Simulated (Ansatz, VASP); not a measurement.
# Two plane-wave programs on BeTe

```xyz
2
Lattice="-2.0025 2.0025 2.8320 2.0025 -2.0025 2.8320 2.0025 2.0025 -2.8320" Properties=species:S:1:pos:R:3 pbc="T T T"
Be    0.0000    0.0000    0.0000
Te    2.0025    0.0000    1.4160
```

Alike in both runs: functional PBE; k mesh 10 × 10 × 10; occupations gaussian, width 0.02 eV; no spin polarisation.

Ansatz relaxed the structure, and its values are those at the end. VASP's run is a single point on that final structure, the one shown.

```csv
,VASP,Ansatz
version,VASP 6.6.1,Ansatz 0.2.0
potentials or method,"VASP PAW PBE potentials, release 64 (Be, Te), cutoff 520 eV","scalar-relativistic, plane waves, PAW"
valence electrons in the cell,8,18
```

```csv
,VASP,Ansatz,Ansatz less VASP
gap on the k mesh at the Fermi level (eV),2.01,2.03,+0.014
least direct gap on the mesh (eV),3.62,3.64,+0.018
pressure (GPa),0.1,0.0,-0.13
```

With one functional, cell and mesh, what is left measures potentials, basis and numerics. VASP's potentials hold 8 valence electrons a cell and Ansatz's 18, so a difference there can come from the potentials and not from the codes.

Spin-orbit coupling is off throughout.
